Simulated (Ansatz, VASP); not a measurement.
## Two plane-wave programs on Si5O

```xyz
6
Lattice="4.8753 0.0000 0.0000 -2.4377 4.2222 0.0000 0.0000 0.0000 5.8243" Properties=species:S:1:pos:R:3 pbc="T T T"
Si    0.0000    0.0000    4.5616
Si    0.0000    0.0000    1.2627
Si    2.4377    0.0000    0.0000
Si   -1.2188    2.1111    0.0000
Si    1.2188    2.1111    0.0000
O     0.0000    0.0000    2.9121
```

Alike in both runs: functional PBE; k mesh 12 × 12 × 6; occupations gaussian, width 0.1 eV; no spin polarisation.

Ansatz relaxed the structure, and its values are those at the end. VASP's run is a single point on that final structure, the one shown.

|  | VASP | Ansatz |
| --- | --- | --- |
| version | VASP 6.6.1 | Ansatz 0.2.0 |
| potentials or method | VASP PAW PBE potentials, release 64 (Si, O), cutoff 520 eV | scalar-relativistic, plane waves, PAW |
| valence electrons in the cell | 26 | 26 |

Ansatz gave:

* gap on the k mesh at the Fermi level (eV): none
* pressure (GPa): 0.0
* rms of the force components (eV/Å): 0.000

Q: Which values does VASP return?

A: gap on the k mesh at the Fermi level (eV): none; pressure (GPa): 0.0; rms of the force components (eV/Å): 0.009.

A gap of «none» marks a metal or a gap that the smearing closes.
